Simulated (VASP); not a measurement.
Runs of VASP 6.6.1 on GaN. The structure is that of space group Fm-3m (No. 225), or close to it. The cells are those of the table. 

```csv
task,cell,k mesh,cutoff (eV),smearing,k mesh for the DOS,occupations for the DOS,gap on the mesh (eV),pressure (GPa)
relaxation of cell and atoms,"relaxed from a = 3.017 Å, angles 60.0°, 2 atoms",14 × 14 × 14,600,gaussian 0.02 eV,-,-,0.39,0.1
single point,"a = 3.017 Å, angles 60.0°, 2 atoms",8 × 8 × 8,520,gaussian 0.1 eV,-,-,0.43,(a)
single point,"a = 3.018 Å, angles 60.0°, 2 atoms",14 × 14 × 14,520,gaussian 0.02 eV,-,-,0.41,0.8
relaxation of cell and atoms,"relaxed from a = 2.818 Å, angles 60.0°, 2 atoms",8 × 8 × 8,600,gaussian 0.1 eV,-,-,0.39,-0.6
```

Alike in all rows: level PBE; potentials or basis VASP PAW PBE potentials, release 64 (Ga_d, N); no spin polarisation.

Fill in the values left out.

(a) 0.9.

A k mesh can miss the band edges, and the runs leave out spin-orbit coupling on Ga.
